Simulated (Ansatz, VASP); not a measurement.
**Ti: VASP beside Ansatz**

```
Ti
1.0
     0.00000    2.04344    2.04344
     2.04344    0.00000    2.04344
     2.04344    2.04344    0.00000
Ti
1
Direct
  0.00000 0.00000 0.00000
```

Change from the starting cell: volume scaled by 1.02, crystal datasets.

Alike in both runs: task electric field gradients; functional LDA; k mesh 15 × 15 × 15; occupations fermi-dirac, width 0.05 eV; no spin polarisation.

```csv
,VASP,Ansatz
version,VASP 6.6.1,Ansatz 0.2.0
potentials or method,"VASP PAW LDA potentials, release 64 (Ti_sv), cutoff 400 eV","all-electron PAW with datasets made for the crystal, scalar-relativistic"
```

|  | VASP | Ansatz | Ansatz less VASP |
| --- | --- | --- | --- |
| pressure (GPa) | -7.7 | -6.8 | +0.82 |

LDA's correlation is that of Perdew and Zunger in VASP and of Perdew and Wang (1992) in Ansatz. Ansatz ran all-electron here, and VASP with PAW potentials.
